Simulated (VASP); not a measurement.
KF (Carobbiite), 2 atoms in the cell. It takes space group Fm-3m (No. 225, cubic). Conventional cell: a = 5.271 Å, b = 5.271 Å, c = 5.271 Å, α = 90.00°, β = 90.00°, γ = 90.00°. Within 3.5 Å of K (site symmetry m-3m) lie 6 F at 2.64 Å. Within 3.5 Å of F (site symmetry m-3m) lie 6 K at 2.64 Å. 

| Quantity | Value |
| --- | --- |
| Program | VASP 6.6.1 |
| Task | single point |
| Functional | PBEsol |
| Potentials or basis | VASP PAW PBE potentials, release 64 (K_sv, F) |
| Cutoff | 520 eV |
| k mesh | 9 × 9 × 9 |
| Occupations | fermi-dirac, width 0.05 eV |
| Spin | no spin polarisation |
| Dipole correction | no |
| Further INCAR settings | ALGO = Normal; EDIFF = 1e-06; NBANDS = 15 |

Potentials or basis: VASP PAW PBE potentials, release 64 (K_sv, F).

The run is started by

```bash
$ cat potpaw_PBE.64/K_sv/POTCAR potpaw_PBE.64/F/POTCAR > POTCAR
$ mpirun -np 1 vasp_std > vasp.out
```

Hardware: 1 thread of Intel(R) Xeon(R) Platinum 8488C (Sapphire Rapids), on a shared host.

Problem. Estimate the wall time of this run.

Solution. Run time: 11 s on 1 thread of Intel(R) Xeon(R) Platinum 8488C (Sapphire Rapids), with other jobs on the host, peak memory 0.16 GiB. Counts: scf iterations 13, k points 35.
